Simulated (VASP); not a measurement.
The system is KTe4.

```
K Te
1.0
     3.03691    1.75336    6.19906
    -3.03691    1.75336    6.19906
     0.00000   -3.50672    6.19906
K Te
1 4
Direct
  0.50000 0.50000 0.50000
  0.30000 0.30000 0.30000
  0.10000 0.10000 0.10000
  0.90000 0.90000 0.90000
  0.70000 0.70000 0.70000
```

```yaml
Program: VASP 6.6.1
Task: relaxation of cell and atoms
Functional: PBE
Potentials_or_basis: VASP PAW PBE potentials, release 64 (K_sv, Te)
Cutoff: 500 eV
k_mesh: 3 × 3 × 3
Occupations: gaussian, width 0.1 eV
Spin: no spin polarisation
```

At the start: pressure -5.0 GPa; volume 39.61 Å³/atom.

Q: How do energy, volume and symmetry change on relaxing?

A: Over 15 steps the energy falls by 268.7 meV/atom and the volume is 31.80 Å³/atom (-19.7 %); space group R-3m (No. 166, to 0.05 Å).

Step by step:
```tsv
step	energy change (eV)	largest force (eV/Å)	pressure (GPa)	volume (Å³)
1	0.0000	0.6987	-5.01	198.05
2	-0.8954	0.8324	-2.28	164.63
3	-1.0130	0.8231	0.18	152.30
4	-1.0136	0.8196	0.46	151.21
5	-1.1119	0.7901	0.71	150.78
6	-1.2212	0.2388	2.53	149.31
7	-1.2350	0.4564	1.49	149.95
8	-1.2446	0.2685	1.80	149.73
9	-1.3097	0.1412	0.67	155.14
10	-1.3266	0.0795	-0.11	160.11
11	-1.3398	0.0939	-0.24	160.09
12	-1.3408	0.1372	-0.28	160.07
13	-1.3429	0.0530	0.06	158.83
14	-1.3429	0.0483	0.08	158.76
15	-1.3433	0.0286	0.06	159.00
```

Final structure:
```yaml
crystal:
  lattice:
    - [2.85736, 1.64970, 5.62172]
    - [-2.85736, 1.64970, 5.62172]
    - [0.00000, -3.29940, 5.62172]
  atoms:
    - { symbol: K, position: [0.50000, 0.50000, 0.50000] }
    - { symbol: Te, position: [0.29323, 0.29323, 0.29323] }
    - { symbol: Te, position: [0.08340, 0.08340, 0.08340] }
    - { symbol: Te, position: [0.91660, 0.91660, 0.91660] }
    - { symbol: Te, position: [0.70677, 0.70677, 0.70677] }
```

Caveat: the k points lie up to 0.44 Å⁻¹ apart in the final cell; the volume moved by over 15 % at a fixed basis, so the end points are rough.
